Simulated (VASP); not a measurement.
Runs of VASP 6.6.1 on TiTe2. The structure is that of space group P4/nmm (No. 129), or close to it. The cells are those of the table. 

```csv
task,cell,k mesh,cutoff (eV),gap on the mesh (eV),pressure (GPa),relaxed volume (Å³/atom),largest force (eV/Å)
relaxation of cell and atoms,"relaxed from a = 4.506, b = 4.506, c = 7.463 Å, 6 atoms",8 × 8 × 6,600,none,0.0,25.31,0.01
single point,"a = 4.518, b = 4.518, c = 7.451 Å, 6 atoms",8 × 8 × 6,520,none,0.0,-,0.01
relaxation of cell and atoms,"relaxed from a = 4.753, b = 4.753, c = 7.252 Å, 6 atoms",4 × 4 × 4,600,none,0.1,25.29,0.02
single point,"a = 4.506, b = 4.506, c = 7.463 Å, 6 atoms",4 × 4 × 4,520,none,0.1,-,(b)
single point,"a = 4.753, b = 4.753, c = 7.252 Å, 6 atoms",4 × 4 × 4,520,none,-1.9,-,(a)
```

Alike in all rows: level PBE; potentials or basis VASP PAW PBE potentials, release 64 (Ti_sv, Te); no spin polarisation; smearing gaussian 0.1 eV.

Problem. Fill in the values left out.

Solution. (a) 3.62; (b) 0.04.

Caveats: spin-orbit coupling is left out, which moves the levels of the heavy elements; forces of over 1 eV/Å act on the atoms, so gaps and moduli don't describe the material at rest (some runs).

A k mesh can miss the band edges, and the runs leave out spin-orbit coupling on Te.

A gap of «none» marks levels without a gap at the run's occupations.
